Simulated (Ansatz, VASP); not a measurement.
# La in VASP and in Ansatz

INCAR

```
SYSTEM = La
ALGO = Normal ; EDIFF = 1E-7
ENCUT = 520 ; GGA = RE
ISIF = 2 ; ISMEAR = -1
LASPH = .TRUE. ; LCHARG = .FALSE.
LREAL = .FALSE. ; LWAVE = .FALSE.
NBANDS = 18 ; NELM = 60
PREC = Accurate ; SIGMA = 0.05
```

File KPOINTS:

```
k-points
0
G
  5 5 3
  0 0 0
```

The input POSCAR:

```
La
1.0
    3.7500000000      0.0000000000      0.0000000000
   -1.8750000000      3.2475952642      0.0000000000
    0.0000000000      0.0000000000      6.0700000000
La
2
Direct
    0.6666666667      0.3333333333      0.7500000000
    0.3333333333      0.6666666667      0.2500000000
```

input.yaml

```yaml
crystal:
  lattice:
    - [3.75, 0.0, 0.0]
    - [-1.875, 3.2475952642, 0.0]
    - [0.0, 0.0, 6.07]
  atoms:
    - { symbol: La, position: [0.6666666667, 0.3333333333, 0.75] }
    - { symbol: La, position: [0.3333333333, 0.6666666667, 0.25] }
hamiltonian:
  xc: revpbe
  pseudopotentials: { kind: paw }
kpoints:
  mp_grid: { grid: [5, 5, 3] }
scf:
  occupations: { method: fermi_dirac, width: 0.05 }
  n_extra_bands: 6
output:
  forces: true
  stress: true
  eigenvalues: true
  dos: { projected: true, de: 0.05, nscf_kmesh: { grid: [8, 8, 5] } }
```

Alike in both runs: functional revPBE; k mesh 5 × 5 × 3; occupations fermi-dirac, width 0.05 eV; no spin polarisation.

```csv
,VASP,Ansatz
version,VASP 6.6.1,Ansatz 0.2.0
potentials or method,"VASP PAW PBE potentials, release 64 (La)",Ansatz PAW
plane-wave cutoff (eV),520,420
valence electrons in the cell,22,22
task,single point,projected density of states
```

Ansatz gave:

* gap on the k mesh at the Fermi level (eV): none
* pressure (GPa): 1.5
* traceless stress, the component that is largest in VASP (GPa): -1.04

Problem. Which values does VASP return?

Solution. gap on the k mesh at the Fermi level (eV): none; pressure (GPa): 1.5; traceless stress, the component that is largest in VASP (GPa): -0.98.

VASP's potentials were made for PBE, not for revPBE. A gap of «none» marks a metal or a gap that the smearing closes.

The k mesh is coarse, so the values compare programs but aren't converged. Spin-orbit coupling is off throughout.
